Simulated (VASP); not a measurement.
Wanted: the native input for a VASP 6.6.1 run.

| Quantity | Value |
| --- | --- |
| Task | single point |
| Functional | PBE-based screened hybrid with 100 % exact exchange |
| Potentials or basis | VASP PAW PBE potentials, release 64 (Na_pv, S) |
| Cutoff | 400 eV |
| k mesh | 4 × 4 × 4 |
| Occupations | gaussian, width 0.01 eV |
| Spin | no spin polarisation |
| Dipole correction | no |
| Grid for exact exchange (PRECFOCK) | Normal |
| Share of exact exchange | 1 |
| Further INCAR settings | ALGO = Normal; EDIFF = 1e-06; NBANDS = 17 |
| Screening parameter | 0.1 1/Å |

Crystal: Na2S.

```
Na S
1.0
     0.00000    3.25543    3.25543
     3.25543    0.00000    3.25543
     3.25543    3.25543    0.00000
Na S
2 1
Direct
  0.25000 0.25000 0.25000
  0.75000 0.75000 0.75000
  0.00000 0.00000 0.00000
```

The input as run:

POSCAR

```
Na2S
1.0
    0.0000000000      3.2554286299      3.2554286299
    3.2554286299      0.0000000000      3.2554286299
    3.2554286299      3.2554286299      0.0000000000
Na S
2 1
Direct
    0.2500000000      0.2500000000      0.2500000000
    0.7500000000      0.7500000000      0.7500000000
    0.0000000000      0.0000000000      0.0000000000
```

INCAR.step1

```
SYSTEM = Na2S
  PREC = Accurate
  ENCUT = 400
  EDIFF = 1E-5
  ISMEAR = 0
  SIGMA = 0.01
  LREAL = .FALSE.
  LASPH = .TRUE.
  NELM = 120
  ALGO = Normal
  ISIF = 2
  LWAVE = .TRUE.
  GGA = PE
  NBANDS = 17
  GGA_COMPAT = .FALSE.
```

INCAR.step2

```
SYSTEM = Na2S
  PREC = Accurate
  ENCUT = 400
  EDIFF = 1E-6
  ISMEAR = 0
  SIGMA = 0.01
  LREAL = .FALSE.
  LASPH = .TRUE.
  NELM = 120
  ALGO = Normal
  ISIF = 2
  LWAVE = .FALSE.
  LCHARG = .TRUE.
  GGA = PE
  LHFCALC = .TRUE.
  AEXX = 1.0
  HFSCREEN = 0.1
  PRECFOCK = Normal
  LELF = .TRUE.
  LVHAR = .TRUE.
  ISTART = 1
  NBANDS = 17
  ALDAC = 1.0
  AGGAC = 1.0
  GGA_COMPAT = .FALSE.
```

KPOINTS

```
regular mesh
0
G
  4 4 4
  0 0 0
```

Potentials or basis: VASP PAW PBE potentials, release 64 (Na_pv, S).

The run is started by

```sh
$ cat potpaw_PBE.64/Na_pv/POTCAR potpaw_PBE.64/S/POTCAR > POTCAR
$ cp INCAR.step1 INCAR
$ mpirun -np 1 vasp_std > vasp.out
$ cp INCAR.step2 INCAR
$ mpirun -np 1 vasp_std > vasp.out
```

It gave:

- Pressure: -1.8 GPa
- Band gap on the k mesh: 8.12 eV

Caveat: the PAW data sets were made with another functional, which shifts forces and pressure a little.

Run time: 8.5 min on 1 thread of AMD EPYC 7R43 64-Core Processor (Zen 3) (shared host), peak memory 0.23 GiB.
